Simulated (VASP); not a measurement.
Wanted: the native input for a VASP 6.6.1 run.

| Property | Result |
| --- | --- |
| Task | single point |
| Functional | PBE |
| Potentials or basis | VASP PAW PBE potentials, release 64 (Mo_sv) |
| Cutoff | 520 eV |
| k mesh | 13 × 13 × 8 |
| Occupations | fermi-dirac, width 0.1 eV |
| Spin | no spin polarisation |
| Dipole correction | no |
| Further INCAR settings | ALGO = Normal; EDIFF = 1e-06; NBANDS = 21 |

The structure of Mo lies in POSCAR:

```
Mo
1.0
   -1.5804199498      1.5804199498      1.5804199498
    1.5804199498     -1.5804199498      1.5804199498
    3.1608398996      3.1608398996      0.0000000000
Mo
2
Direct
    0.0000000000      0.0000000000      0.0000000000
    0.5000000000      0.5000000000      0.5000000000
```

These files were run (other wordings do the same):

INCAR

```
PREC = Accurate
ENCUT = 520
EDIFF = 1E-6
ISMEAR = -1
SIGMA = 0.1
LREAL = F
LASPH = T
NELM = 100
ALGO = Normal
ISIF = 2
LWAVE = F
LCHARG = T
GGA = PE
LELF = T
LVHAR = T
NBANDS = 21
```

KPOINTS

```
regular mesh
0
Gamma
  13 13 8
```

Potentials or basis: VASP PAW PBE potentials, release 64 (Mo_sv).

The run is started by

```sh
$ cat potpaw_PBE.64/Mo_sv/POTCAR > POTCAR
$ mpirun -np 1 vasp_std > vasp.out
```

It gave:

| Item | Value |
| --- | --- |
| Pressure | 0.5 GPa |
| Band gap on the k mesh | zero (band 14 reaches 14.24 eV, above the bottom of band 15 at 11.61 eV) |

Wall time 61 s on 1 thread of Intel(R) Xeon(R) Platinum 8375C CPU @ 2.90GHz (Ice Lake), on a shared host, peak memory 0.24 GiB.
